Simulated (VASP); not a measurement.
# Rh (Fm-3m) in VASP: notebook, part 2 of 2

VASP 6.6.1. Earlier steps stand in the parts before.

## Step 3: Relaxation of cell and atoms, PBE, target pressure 520 GPa, at which the enthalpy is minimised

This run uses another cell than the first one, of 8.20 Å³/atom, 0.998 times its volume.

INCAR

```
PREC = Accurate ; ENCUT = 600
EDIFF = 1E-7 ; ISMEAR = -1
SIGMA = 0.05 ; LREAL = F
LASPH = T ; NELM = 100
ALGO = Normal ; ISIF = 3
LWAVE = F ; LCHARG = F
GGA = PE ; IBRION = 2
NSW = 32 ; EDIFFG = -0.005
PSTRESS = 5200.0
```

KPOINTS

```
regular mesh
0
Gamma
  20 20 20
```

POSCAR

```
Rh
1.0
    0.0000000000      1.6004255170      1.6004255170
    1.6004255170      0.0000000000      1.6004255170
    1.6004255170      1.6004255170      0.0000000000
Rh
1
Direct
    0.0000000000      0.0000000000      0.0000000000
```

Potentials or basis: VASP PAW PBE potentials, release 64 (Rh_pv).

Command:

```sh
> cat potpaw_PBE.64/Rh_pv/POTCAR > POTCAR
> mpirun -np 1 vasp_std > vasp.out
```

OUTCAR:

```text
PREC = Accurate
   ENCUT = 600
   EDIFF = 1E-7
   ISMEAR = -1
   LREAL = F
   LASPH = T
   NELM = 100
   ISIF = 3
   GGA = PE
   IBRION = 2
   NSW = 32
   EDIFFG = -0.005
   PSTRESS = 5200.0

 ion  position               nearest neighbor table
   1  0.000  0.000  0.000-

  LATTYP: Found a face centered cubic cell.
 ALAT       =     3.2008510340

  Lattice vectors:

 A1 = (   0.0000000000,   1.6004255170,   1.6004255170)
 A2 = (   1.6004255170,   0.0000000000,   1.6004255170)
 A3 = (   1.6004255170,   1.6004255170,   0.0000000000)

Analysis of symmetry for initial positions (statically):
=====================================================================
 Subroutine PRICEL returns:
 Original cell was already a primitive cell.

 Routine SETGRP: Setting up the symmetry group for a
 face centered cubic supercell.

 Subroutine GETGRP returns: Found 48 space group operations
[... 9 lines left out ...]

 Routine SETGRP: Setting up the symmetry group for a
 face centered cubic supercell.

 Subroutine GETGRP returns: Found 48 space group operations
[... 11 lines left out ...]
                                     Primitive cell

  volume of cell :       8.1985

  direct lattice vectors                    reciprocal lattice vectors
     0.000000000  1.600425517  1.600425517    -0.312416913  0.312416913  0.312416913
     1.600425517  0.000000000  1.600425517     0.312416913 -0.312416913  0.312416913
     1.600425517  1.600425517  0.000000000     0.312416913  0.312416913 -0.312416913

  length of vectors
     2.263343472  2.263343472  2.263343472     0.541121967  0.541121967  0.541121967

  position of ions in fractional coordinates (direct lattice)
     0.000000000  0.000000000  0.000000000

  ion indices of the primitive-cell ions
   primitive index   ion index
                 1           1

----------------------------------------------------------------------------------------

 KPOINTS: regular mesh

Automatic generation of k-mesh.
 Grid dimensions read from file:
 generate k-points for:   20   20   20

 Generating k-lattice:

  Cartesian coordinates                     Fractional coordinates (reciprocal lattice)
    -0.015620846  0.015620846  0.015620846     0.050000000  0.000000000  0.000000000
     0.015620846 -0.015620846  0.015620846     0.000000000  0.050000000  0.000000000
     0.015620846  0.015620846 -0.015620846     0.000000000  0.000000000  0.050000000

  Length of vectors
     0.027056098  0.027056098  0.027056098

  Shift w.r.t. Gamma in fractional coordinates (k-lattice)
     0.000000000  0.000000000  0.000000000

 Subroutine IBZKPT returns following result:
 ===========================================

 Found    256 irreducible k-points:

 Following reciprocal coordinates:
            Coordinates               Weight
  0.000000  0.000000  0.000000      1.000000
  0.050000  0.000000  0.000000      8.000000
  0.100000  0.000000  0.000000      8.000000
  0.150000  0.000000  0.000000      8.000000
  0.200000  0.000000  0.000000      8.000000
  0.250000  0.000000  0.000000      8.000000
[... 16 lines left out ...]
 -0.400000  0.050000  0.000000     24.000000
 -0.350000  0.050000  0.000000     24.000000
 [... further k-points ...]
   k-points           NKPTS =    256   k-points in BZ     NKDIM =    256   number of bands    NBANDS=     11
   number of dos      NEDOS =    301   number of ions     NIONS =      1
   total plane-waves  NPLWV =   5832
   dimension x,y,z NGX =    18 NGY =   18 NGZ =   18
   dimension x,y,z NGXF=    36 NGYF=   36 NGZF=   36
   ions per type =               1
   NGX,Y,Z   is equivalent  to a cutoff of  13.22, 13.22, 13.22 a.u.
   NGXF,Y,Z  is equivalent  to a cutoff of  26.44, 26.44, 26.44 a.u.
 SYSTEM =  unknown system
   PREC   = accura    normal or accurate (medium, high low for compatibility)
   ISTART =      0    job   : 0-new  1-cont  2-samecut
   ICHARG =      2    charge: 1-file 2-atom 10-const
   ISPIN  =      1    spin polarized calculation?
   LNONCOLLINEAR =      F non collinear calculations
   LSORBIT =      F    spin-orbit coupling
   LASPH  =      T    aspherical Exc in radial PAW
   ENCUT  =  600.0 eV  44.10 Ry    6.64 a.u.   4.52  4.52  4.52*2*pi/ulx,y,z
   NELM   =    100;   NELMIN=  2; NELMDL= -5     # of ELM steps
   EDIFF  = 0.1E-06   stopping-criterion for ELM
   LREAL  =      F    real-space projection
   EDIFFG = -.5E-02   stopping-criterion for IOM
   NSW    =     32    number of steps for IOM
   IBRION =      2    ionic relax: 0-MD 1-quasi-New 2-CG
   NFREE  =      1    steps in history (QN), initial steepest desc. (CG)
   ISIF   =      3    stress and relaxation
   ISYM   =      2    0-nonsym 1-usesym 2-fastsym
   POTIM  = 0.5000    time-step for ionic-motion
   TEBEG  =    0.0;   TEEND  =   0.0 temperature during run
   PSTRESS= 5200.0 pullay stress
   NELECT =      15.0000    total number of electrons
   NUPDOWN=      -1.0000    fix difference up-down
   EMIN   =  10.00;   EMAX   =-10.00  energy-range for DOS
   EFERMI =   0.00;   METHOD = LEGACY
   ISMEAR =    -1;   SIGMA  =   0.05  broadening in eV -4-tet -1-fermi 0-gaus
   EFERMI_NEDOS =   21; number of points for ismear=-14 and -15
   IALGO  =     38    algorithm
   IMIX   =      4    mixing-type and parameters
     AMIX     =   0.40;   BMIX     =  1.00
     AMIX_MAG =   1.60;   BMIX_MAG =  1.00
  volume/ion in A,a.u.               =       8.20        55.33
  Fermi-wavevector in a.u.,A,eV,Ry     =   2.002288  3.783775 54.547872  4.009156
  Thomas-Fermi vector in A             =   3.017290
   LORBIT       =      0    0 simple, 1 ext, 2 COOP (PROOUT), +10 PAW based schemes
   GGA     = PE    functional components
   LHFCALC =     F    Hartree Fock is set to
   AEXX    =    0.0000 exact exchange contribution
   IVDW    =     0    specifies the selected vdW correction
   LEPSILON=     F    determine dielectric tensor
   LRPA    =     F    only Hartree local field effects (RPA)
 conjugate gradient relaxation of ions
 non-spin polarized calculation
  energy-cutoff  :      600.00
  volume of cell :        8.20
 maximum number of plane-waves:       290
   NGX =  9   NGY =  9   NGZ =  9

--------------------------------------- Ionic step        1  -------------------------------------------

 number of electron      14.9999998 magnetization

 Free energy of the ion-electron system (eV)
  ---------------------------------------------------
  ext. energy  EPLUGINS =         0.00000000
  ---------------------------------------------------
  free energy    TOTEN  =        -1.54651688 eV

  energy without entropy =       -1.54300572  energy(sigma->0) =       -1.54476130

------------------------ aborting loop because EDIFF is reached ----------------------------------------

  FORCE on cell =-STRESS in cart. coord.  units (eV):
  Direction    XX          YY          ZZ          XY          YZ          ZX
  --------------------------------------------------------------------------------------
  -------------------------------------------------------------------------------------
  Total       26.9153913     26.9153913     26.9153913      0.0000000     -0.0000000     -0.0000000
  in kB     5259.8684698   5259.8684698   5259.8684698      0.0000000     -0.0000000     -0.0000000
  external PRESSURE =      59.8684698 kB  Pullay stress =    5200.0000000 kB
[... 96 lines left out ...]
  enthalpy is  TOTEN    =        25.0621113518 eV   P V=       26.6828754236

--------------------------------------- Ionic step        4  -------------------------------------------

 number of electron      14.9999999 magnetization

 Free energy of the ion-electron system (eV)
  ---------------------------------------------------
  ext. energy  EPLUGINS =         0.00000000
  ---------------------------------------------------
  free energy    TOTEN  =        -1.61905149 eV

  energy without entropy =       -1.61551370  energy(sigma->0) =       -1.61728259

 E-fermi :  24.2008     XC(G=0): -17.6122

 val. band max:       24.1825718256   @ k =   0.3000   0.3000   0.0000
 cond. band min:      24.2061394720   @ k =  -0.4000   0.5000   0.1000
 fundamental gap:      0.0235676464
 Fermi energy:        24.2007610369

 k-point     1 :       0.0000    0.0000    0.0000
  band No.  band energies     occupation
      1     -23.1356      2.00000
      2     -23.1356      2.00000
      3     -23.1356      2.00000
      4      12.4799      2.00000
      5      17.4567      2.00000
      6      17.4567      2.00000
      7      17.4567      2.00000
      8      22.0536      2.00000
      9      22.0536      2.00000
     10      38.0304      0.00000
     11      43.2822      0.00000
[... 309 lines left out ...]
 k-point    24 :      -0.3500    0.0500    0.0000
  band No.  band energies     occupation
      1     -26.3249      2.00000
      2     -23.6461      2.00000
      3     -23.5114      2.00000
      4      12.9766      2.00000
      5      17.4659      2.00000
      6      17.6286      2.00000
      7      21.7989      2.00000
      8      23.6526      1.99997
      9      25.4905      0.00000
     10      38.0994      0.00000
     11      43.2689      0.00000

 [... further k-points ...]
[... 5 lines left out ...]
  --------------------------------------------------------------------------------------
  -------------------------------------------------------------------------------------
  Total       26.6816208     26.6816208     26.6816208      0.0000000      0.0000000      0.0000000
  in kB     5200.0892920   5200.0892920   5200.0892920      0.0000000      0.0000000      0.0000000
  external PRESSURE =       0.0892920 kB  Pullay stress =    5200.0000000 kB
[... 16 lines left out ...]
  FREE ENERGIE OF THE ION-ELECTRON SYSTEM (eV)
  ---------------------------------------------------
  free  energy   TOTEN  =        -1.6190514893 eV

  energy  without entropy=       -1.6155136990  energy(sigma->0) =       -1.61728259

  enthalpy is  TOTEN    =        25.0621111350 eV   P V=       26.6811626243

 reached required accuracy - stopping structural energy minimisation
```

Wall time 42 s (1 thread of AMD EPYC 9R14 (Zen 4), shared host); peak memory 0.12 GiB.

Results:

```yaml
Free_energy: -1.6191 eV
Relaxed_volume: 8.22 Å³/atom
Relaxed_cell: a = 2.265 Å, b = 2.265 Å, c = 2.265 Å, α = 60.00°, β = 60.00°, γ = 60.00°
Space_group_after_relaxing_to_0.05_Å: Fm-3m (No. 225)
Energy_change_on_relaxing_the_enthalpy_is_what_falls: -72.5 meV/atom
Ionic_steps: 4
Pressure_after_relaxing: 520.0 GPa
```

The path:
```
step  energy change (eV)  largest force (eV/Å)  pressure (GPa)  volume (Å³)
   1              0.0000                0.0000          525.99         8.20
   2             -1.1031                0.0000          435.14         8.57
   3             -0.0742                0.0000          519.86         8.22
   4             -0.0725                0.0000          520.01         8.22
```

Final structure:
```
Rh
1.0
     0.00000    1.60187    1.60187
     1.60187    0.00000    1.60187
     1.60187    1.60187    0.00000
Rh
1
Cartesian
  0.0000 0.0000 0.0000
```

Levels at points of the mesh, in eV from the Fermi level:
```tsv
k point	band 3	band 4	band 5	band 6	band 7	band 8	band 9	band 10	band 11
(0.00, 0.00, 0.00)	-47.34	-11.72	-6.74	-6.74	-6.74	-2.15	-2.15	13.83	19.08
(0.50, 0.00, 0.00)	-47.81	-11.85	-7.03	-7.03	1.06	1.39	1.39	13.84	16.24
(0.50, 0.50, 0.00)	-48.67	-13.22	-12.63	1.37	2.40	2.40	5.31	16.63	16.63
```

Caveat: the cell is relaxed towards a set pressure, so the enthalpy falls and the energy may rise.
